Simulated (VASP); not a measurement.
# Si3Ni (Pm-3m) in VASP: further runs, part 2 of 2

VASP 6.6.1.

## (3) Relaxation of cell and atoms, PBEsol

This run uses another cell than the first one, of 12.49 Å³/atom.

File INCAR:

```
PREC     = Accurate       # precision mode
ENCUT    = 600            # plane-wave cutoff, eV
EDIFF    = 1E-6           # SCF threshold, eV
ISMEAR   = 0              # smearing method
SIGMA    = 0.1            # smearing width, eV
LREAL    = False          # projectors in reciprocal space
LASPH    = True           # aspherical terms in the spheres
NELM     = 80             # most SCF steps
ALGO     = Normal         # electronic algorithm
ISIF     = 3              # what is computed and relaxed
LWAVE    = False          # write WAVECAR
LCHARG   = False          # write CHGCAR
GGA      = PS             # functional
IBRION   = 2              # ionic algorithm
NSW      = 100            # ionic steps
EDIFFG   = -0.01          # ionic threshold
```

File KPOINTS:

```
Automatic mesh
0
Gamma
  12 12 12
```

File POSCAR:

```
Si3Ni
1.0
    3.6826300168      0.0000000000      0.0000000000
    0.0000000000      3.6826300168      0.0000000000
    0.0000000000      0.0000000000      3.6826300168
Si Ni
3 1
Direct
    0.0000000000      0.5000000000      0.5000000000
    0.5000000000      0.0000000000      0.5000000000
    0.5000000000      0.5000000000      0.0000000000
    0.0000000000      0.0000000000      0.0000000000
```

Potentials or basis: VASP PAW PBE potentials, release 64 (Si, Ni).

Launch:

```sh
$ cat potpaw_PBE.64/Si/POTCAR potpaw_PBE.64/Ni/POTCAR > POTCAR
$ mpirun -np 1 vasp_std > vasp.out
```

OUTCAR:

```text
PREC = Accurate
   ENCUT = 600
   EDIFF = 1E-6
   ISMEAR = 0
   LREAL = False
   LASPH = True
   NELM = 80
   ISIF = 3
   GGA = PS
   IBRION = 2
   NSW = 100
   EDIFFG = -0.01

 ion  position               nearest neighbor table
   1  0.000  0.500  0.500-   2 2.60   3 2.60   4 2.60   3 2.60   4 2.60   2 2.60   4 2.60   4 2.60
                             2 2.60   3 2.60   3 2.60   2 2.60
   2  0.500  0.000  0.500-   1 2.60   3 2.60   4 2.60   3 2.60   4 2.60   1 2.60   3 2.60   3 2.60
                             1 2.60   4 2.60   4 2.60   1 2.60
   3  0.500  0.500  0.000-   1 2.60   2 2.60   4 2.60   1 2.60   2 2.60   2 2.60   4 2.60   2 2.60
                             1 2.60   4 2.60   1 2.60   4 2.60
   4  0.000  0.000  0.000-   1 2.60   2 2.60   3 2.60   1 2.60   2 2.60   1 2.60   3 2.60   1 2.60
                             2 2.60   3 2.60   2 2.60   3 2.60

  LATTYP: Found a simple cubic cell.
 ALAT       =     3.6826300168

  Lattice vectors:

 A1 = (   3.6826300168,   0.0000000000,   0.0000000000)
 A2 = (   0.0000000000,   3.6826300168,   0.0000000000)
 A3 = (   0.0000000000,   0.0000000000,   3.6826300168)

Analysis of symmetry for initial positions (statically):
=====================================================================
 Subroutine PRICEL returns:
 Original cell was already a primitive cell.

 Routine SETGRP: Setting up the symmetry group for a
 simple cubic supercell.

 Subroutine GETGRP returns: Found 48 space group operations
 (whereof 48 operations were pure point group operations)
 out of a pool of 48 trial point group operations.

The static configuration has the point symmetry O_h .

Analysis of symmetry for dynamics (positions and initial velocities):
=====================================================================
 Subroutine PRICEL returns:
 Original cell was already a primitive cell.

 Routine SETGRP: Setting up the symmetry group for a
 simple cubic supercell.

 Subroutine GETGRP returns: Found 48 space group operations
 (whereof 48 operations were pure point group operations)
 out of a pool of 48 trial point group operations.

The dynamic configuration has the point symmetry O_h .

 Subroutine INISYM returns: Found 48 space group operations
 (whereof 48 operations are pure point group operations),
 and found     1 'primitive' translations

----------------------------------------------------------------------------------------

                                     Primitive cell

  volume of cell :      49.9430

  direct lattice vectors                    reciprocal lattice vectors
     3.682630017  0.000000000  0.000000000     0.271545063  0.000000000  0.000000000
     0.000000000  3.682630017  0.000000000     0.000000000  0.271545063  0.000000000
     0.000000000  0.000000000  3.682630017     0.000000000  0.000000000  0.271545063

  length of vectors
     3.682630017  3.682630017  3.682630017     0.271545063  0.271545063  0.271545063

  position of ions in fractional coordinates (direct lattice)
     0.000000000  0.500000000  0.500000000
     0.500000000  0.000000000  0.500000000
     0.500000000  0.500000000  0.000000000
     0.000000000  0.000000000  0.000000000

  ion indices of the primitive-cell ions
[... 64 lines left out ...]
   ions per type =               3   1
   NGX,Y,Z   is equivalent  to a cutoff of  13.54, 13.54, 13.54 a.u.
   NGXF,Y,Z  is equivalent  to a cutoff of  27.09, 27.09, 27.09 a.u.
 SYSTEM =  unknown system
   PREC   = accura    normal or accurate (medium, high low for compatibility)
   ISTART =      0    job   : 0-new  1-cont  2-samecut
   ICHARG =      2    charge: 1-file 2-atom 10-const
   ISPIN  =      1    spin polarized calculation?
   LNONCOLLINEAR =      F non collinear calculations
   LSORBIT =      F    spin-orbit coupling
   LASPH  =      T    aspherical Exc in radial PAW
   ENCUT  =  600.0 eV  44.10 Ry    6.64 a.u.   7.36  7.36  7.36*2*pi/ulx,y,z
   NELM   =     80;   NELMIN=  2; NELMDL= -5     # of ELM steps
   EDIFF  = 0.1E-05   stopping-criterion for ELM
   LREAL  =      F    real-space projection
   EDIFFG = -.1E-01   stopping-criterion for IOM
   NSW    =    100    number of steps for IOM
   IBRION =      2    ionic relax: 0-MD 1-quasi-New 2-CG
   NFREE  =      1    steps in history (QN), initial steepest desc. (CG)
   ISIF   =      3    stress and relaxation
   ISYM   =      2    0-nonsym 1-usesym 2-fastsym
   POTIM  = 0.5000    time-step for ionic-motion
   TEBEG  =    0.0;   TEEND  =   0.0 temperature during run
   PSTRESS=    0.0 pullay stress
   NELECT =      22.0000    total number of electrons
   NUPDOWN=      -1.0000    fix difference up-down
   EMIN   =  10.00;   EMAX   =-10.00  energy-range for DOS
   EFERMI =   0.00;   METHOD = LEGACY
   ISMEAR =     0;   SIGMA  =   0.10  broadening in eV -4-tet -1-fermi 0-gaus
   EFERMI_NEDOS =   21; number of points for ismear=-14 and -15
   IALGO  =     38    algorithm
   IMIX   =      4    mixing-type and parameters
     AMIX     =   0.40;   BMIX     =  1.00
     AMIX_MAG =   1.60;   BMIX_MAG =  1.00
  volume/ion in A,a.u.               =      12.49        84.26
  Fermi-wavevector in a.u.,A,eV,Ry     =   1.245635  2.353910 21.110905  1.551608
  Thomas-Fermi vector in A             =   2.379849
   LORBIT       =      0    0 simple, 1 ext, 2 COOP (PROOUT), +10 PAW based schemes
   GGA     = PS    functional components
   LHFCALC =     F    Hartree Fock is set to
   AEXX    =    0.0000 exact exchange contribution
   IVDW    =     0    specifies the selected vdW correction
   LEPSILON=     F    determine dielectric tensor
   LRPA    =     F    only Hartree local field effects (RPA)
 conjugate gradient relaxation of ions
 non-spin polarized calculation
 Gauss-broadening in eV      SIGMA  =   0.10
  energy-cutoff  :      600.00
  volume of cell :       49.94
 maximum number of plane-waves:      1743
 NGX is ok and might be reduce to    30
   NGX = 15   NGY = 15   NGZ = 15

--------------------------------------- Ionic step        1  -------------------------------------------

 number of electron      21.9999991 magnetization

 Free energy of the ion-electron system (eV)
  ---------------------------------------------------
  ext. energy  EPLUGINS =         0.00000000
  ---------------------------------------------------
  free energy    TOTEN  =       -22.81566742 eV

  energy without entropy =      -22.80551037  energy(sigma->0) =      -22.81058889

------------------------ aborting loop because EDIFF is reached ----------------------------------------

  FORCE on cell =-STRESS in cart. coord.  units (eV):
  Direction    XX          YY          ZZ          XY          YZ          ZX
  --------------------------------------------------------------------------------------
  -------------------------------------------------------------------------------------
  Total        0.6531255      0.6531255      0.6531255      0.0000000      0.0000000     -0.0000000
  in kB       20.9523608     20.9523608     20.9523608      0.0000000      0.0000000     -0.0000000
  external PRESSURE =      20.9523608 kB  Pullay stress =       0.0000000 kB
[... 63 lines left out ...]
--------------------------------------- Ionic step        3  -------------------------------------------

 number of electron      21.9999991 magnetization

 Free energy of the ion-electron system (eV)
  ---------------------------------------------------
  ext. energy  EPLUGINS =         0.00000000
  ---------------------------------------------------
  free energy    TOTEN  =       -22.82082636 eV

  energy without entropy =      -22.81073152  energy(sigma->0) =      -22.81577894

 E-fermi :  11.0092     XC(G=0): -11.9739

 val. band max:       11.0091715604   @ k =   0.1667   0.0833   0.0833
 cond. band min:      11.0111833508   @ k =   0.2500   0.1667   0.0000
 fundamental gap:      0.0020117905
 Fermi energy:        11.0092007641

 k-point     1 :       0.0000    0.0000    0.0000
  band No.  band energies     occupation
      1      -3.5302      2.00000
      2       5.8367      2.00000
      3       5.8367      2.00000
      4       6.2441      2.00000
      5       6.2441      2.00000
      6       6.2441      2.00000
      7       8.6389      2.00000
      8       8.6389      2.00000
      9       8.6389      2.00000
     10       9.8698      2.00000
     11      10.8103      1.99508
     12      10.8103      1.99508
     13      15.0082      0.00000
     14      15.0082      0.00000
[... 401 lines left out ...]
      2       1.3081      2.00000
      3       2.7495      2.00000
      4       4.9997      2.00000
      5       7.2989      2.00000
      6       7.8538      2.00000
      7       8.7253      2.00000
      8       9.0075      2.00000
      9       9.1922      2.00000
     10      10.2481      2.00000
     11      11.0431      0.63142
     12      11.9758      0.00000
     13      13.0132      0.00000
     14      13.3882      0.00000
     15      14.5228      0.00000

 [... further k-points ...]
[... 5 lines left out ...]
  --------------------------------------------------------------------------------------
  -------------------------------------------------------------------------------------
  Total        0.0142652      0.0142652      0.0142652      0.0000000      0.0000000      0.0000000
  in kB        0.4503386      0.4503386      0.4503386      0.0000000      0.0000000      0.0000000
  external PRESSURE =       0.4503386 kB  Pullay stress =       0.0000000 kB
[... 19 lines left out ...]
  FREE ENERGIE OF THE ION-ELECTRON SYSTEM (eV)
  ---------------------------------------------------
  free  energy   TOTEN  =       -22.8208263610 eV

  energy  without entropy=      -22.8107315207  energy(sigma->0) =      -22.81577894

 reached required accuracy - stopping structural energy minimisation
```

Run time: 4.4 min. Hardware: 1 thread of Intel Xeon 8259CL, shared host; peak memory 0.23 GiB.

Results:

```
Free energy                           : -22.8208 eV
Relaxed volume                        : 12.69 Å³/atom
Relaxed cell                          : a = 3.702 Å, b = 3.702 Å, c = 3.702 Å, α = 90.00°, β = 90.00°, γ = 90.00°
Space group after relaxing (to 0.1 Å) : Pm-3m (No. 221)
Energy gained by relaxing             : 1.3 meV/atom
Ionic steps                           : 3
Pressure after relaxing               : 0.0 GPa
Band gap on the k mesh                : zero (bands 11 and 12 overlap by 2.58 eV)
```

The path:
| step | energy change (eV) | largest force (eV/Å) | pressure (GPa) | volume (Å³) |
| --- | --- | --- | --- | --- |
| 1 | 0.0000 | 0.0000 | 2.10 | 49.94 |
| 2 | -0.0041 | 0.0000 | -0.88 | 51.13 |
| 3 | -0.0052 | 0.0000 | 0.05 | 50.75 |

Final structure:
```
CELL_PARAMETERS angstrom
3.70240 0.00000 0.00000
0.00000 3.70240 0.00000
0.00000 0.00000 3.70240
ATOMIC_POSITIONS crystal
Si 0.00000 0.50000 0.50000
Si 0.50000 0.00000 0.50000
Si 0.50000 0.50000 0.00000
Ni 0.00000 0.00000 0.00000
```

Caveat: the PAW data sets were made with another functional, which shifts forces and pressure a little. Spin polarisation is off, so any magnetic state and its effect on volume and gap are missing.

## (4) Single point, PBEsol, collinear spin, ferromagnetic start

File INCAR:

```
PREC = Accurate ; ENCUT = 520
EDIFF = 1E-6 ; ISMEAR = 0
SIGMA = 0.1 ; LREAL = False
LASPH = True ; NELM = 150
ALGO = Normal ; ISIF = 2
LWAVE = False ; LCHARG = True
ISPIN = 2 ; MAGMOM = 0 0 0 2.5
LORBIT = 11 ; LMAXMIX = 4
GGA = PS ; LELF = True
LVHAR = True ; NBANDS = 23
```

File KPOINTS:

```
regular mesh
0
Gamma
  12 12 12
```

File POSCAR:

```
Si3Ni
1.0
    3.7003493891      0.0000000000      0.0000000000
    0.0000000000      3.7003493891      0.0000000000
    0.0000000000      0.0000000000      3.7003493891
Si Ni
3 1
Direct
    0.0000000000      0.5000000000      0.5000000000
    0.5000000000      0.0000000000      0.5000000000
    0.5000000000      0.5000000000      0.0000000000
    0.0000000000      0.0000000000      0.0000000000
```

Launch:

```sh
$ cat potpaw_PBE.64/Si/POTCAR potpaw_PBE.64/Ni/POTCAR > POTCAR
$ mpirun -np 1 vasp_std > vasp.out
```

It took 5 min on 1 thread of Intel Xeon 8259CL, shared host; peak memory 0.27 GiB.

The run converged. Its results:

| Item | Value |
| --- | --- |
| Free energy | -22.8212 eV |
| Pressure | 0.3 GPa |
| Band gap on the k mesh | zero (filled and empty bands overlap) |
| Net moment | 0.00 μB per cell |
| Valence electrons inside the program's atomic spheres | Si 1.57; Ni 9.39 |

Levels at points of the mesh, in eV from the Fermi level:
Spin up:
```
           k point  band 8  band 9  band 10  band 11  band 12  band 13  band 14  band 15
(0.00, 0.00, 0.00)   -2.38   -2.38    -1.15    -0.20    -0.20     4.00     4.00     4.00
(0.50, 0.00, 0.00)   -1.87   -1.39    -1.39    -0.61    -0.36    -0.36     2.05     2.16
(0.50, 0.50, 0.00)   -2.01   -1.94    -0.95     1.51     1.72     1.72     1.97     1.97
(0.50, 0.50, 0.50)   -2.29   -1.90    -1.90    -1.07    -1.07    -1.07     9.89     9.89
```
Spin down:
```
           k point  band 9  band 10  band 11  band 12  band 13  band 14
(0.00, 0.00, 0.00)   -2.38    -1.15    -0.20    -0.20     4.00     4.00
(0.50, 0.00, 0.00)   -1.39    -1.39    -0.61    -0.36    -0.36     2.05
(0.50, 0.50, 0.00)   -1.94    -0.95     1.51     1.72     1.72     1.97
(0.50, 0.50, 0.50)   -1.90    -1.90    -1.07    -1.07    -1.07     9.89
```

Caveat: the moments typed at the start vanished in this run; the PAW data sets were made with another functional, which shifts forces and pressure a little.
